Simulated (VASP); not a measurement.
Crystal: MgH6.

```
Mg H
1.0
     3.22280    0.00000    0.00000
    -1.61140    2.79102    0.00000
     0.00000    0.00000    6.21069
Mg H
1 6
Direct
  0.00000 0.00000 0.00000
  0.66667 0.33333 0.71226
  0.66667 0.33333 0.28774
  0.00000 0.00000 0.50000
  0.52308 0.47692 0.00000
  0.52308 0.04616 0.00000
  0.95384 0.47692 0.00000
```

The cell was generated, and may not be a known phase.

```yaml
Program: VASP 6.6.1
Task: relaxation of cell and atoms
Functional: PBE
Potentials_or_basis: VASP PAW PBE potentials, release 64 (Mg_sv, H)
Cutoff: 840 eV
k_mesh: 6 × 6 × 4
Occupations: gaussian, width 0.1 eV
Spin: no spin polarisation
```

At the start: pressure 13.1 GPa; volume 7.98 Å³/atom.

Where does the relaxation end?

Over 43 steps the energy falls by 880.4 meV/atom and the volume is 8.32 Å³/atom (+4.3 %); space group P-6m2 (No. 187, to 0.1 Å) before and after.

The path:
```
step  energy change (eV)  largest force (eV/Å)  pressure (GPa)  volume (Å³)
   1              0.0000                0.4602           13.09        55.86
   3             -1.7167                0.5443           -3.87        69.33
   5             -1.8980                0.6983           -7.34        75.67
   7             -4.3237                0.4098           -5.21        54.67
   9             -4.3335                0.4251           -4.61        54.00
  11             -4.5352                1.0461            3.92        45.41
  13             -4.9131                1.7108           11.25        41.68
  15             -4.9003                1.7026           11.68        41.48
  17             -4.9823                1.5052           14.96        40.53
  19             -5.0391                0.5189           20.52        39.72
  21             -5.1203                0.5062           18.78        40.33
  23             -5.6483                0.4016            8.65        46.11
  25             -5.9627                0.2936           -0.67        57.12
  27             -5.9973                1.0154           -1.71        57.34
  29             -6.0387                0.7422           -1.25        57.19
  31             -6.0270                1.1235            1.80        56.34
  33             -6.0783                0.1595            0.06        56.81
  35             -6.0877                0.1588            0.09        56.82
  37             -6.1273                0.1080            0.30        56.87
  39             -6.1478                0.0448            0.78        56.90
  41             -6.1624                0.1598           -0.29        58.24
  43             -6.1629                0.0024           -0.17        58.24
```

Final structure:
```yaml
crystal:
  lattice:
    - [4.20144, 0.00000, 0.00000]
    - [-2.10072, 3.63855, 0.00000]
    - [0.00000, 0.00000, 3.80995]
  atoms:
    - { symbol: Mg, position: [0.00000, 0.00000, 0.00000] }
    - { symbol: H, position: [0.66667, 0.33333, 0.60009] }
    - { symbol: H, position: [0.66667, 0.33333, 0.39991] }
    - { symbol: H, position: [0.00000, 0.00000, 0.50000] }
    - { symbol: H, position: [0.43758, 0.56242, 0.00000] }
    - { symbol: H, position: [0.43758, 0.87517, 0.00000] }
    - { symbol: H, position: [0.12483, 0.56242, 0.00000] }
```

Caveat: the k points lie up to 0.41 Å⁻¹ apart in the final cell, too coarse for converged energies and pressures of a metal; a cell axis changed by over 15 % at a fixed basis, so the end point is rough.
